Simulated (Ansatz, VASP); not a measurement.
## LiSnF3 in VASP and in Ansatz

```
Li Sn F
1.0
     2.90895    1.67948    2.49869
    -2.90895    1.67948    2.49869
     0.00000   -3.35897    2.49869
Li Sn F
1 1 3
Direct
  0.97771 0.97771 0.97771
  0.40203 0.40203 0.40203
  0.05069 0.52365 0.05069
  0.05069 0.05069 0.52365
  0.52365 0.05069 0.05069
```

Alike in both runs: task single point; functional PBEsol; k mesh 6 × 6 × 6; occupations gaussian, width 0.02 eV; no spin polarisation.

```csv
,VASP,Ansatz
version,VASP 6.6.1,Ansatz 0.2.0
potentials or method,"VASP PAW PBE potentials, release 64 (Li_sv, Sn_d, F), cutoff 520 eV","scalar-relativistic, plane waves, PAW"
valence electrons in the cell,38,38
```

Ansatz gave:

* gap on the k mesh at the Fermi level (eV): 3.81
* least direct gap on the mesh (eV): 4.07
* rms of the force components (eV/Å): 0.132

Question: What did VASP give for the same quantities?

Answer: gap on the k mesh at the Fermi level (eV): 3.79; least direct gap on the mesh (eV): 4.05; rms of the force components (eV/Å): 0.095.

VASP's potentials were made for PBE, not for PBEsol. Atom by atom the forces differ by 0.039 eV/Å (rms over components).

Noted on VASP's run: the cutoff is short for stress, so the pressure is rough.
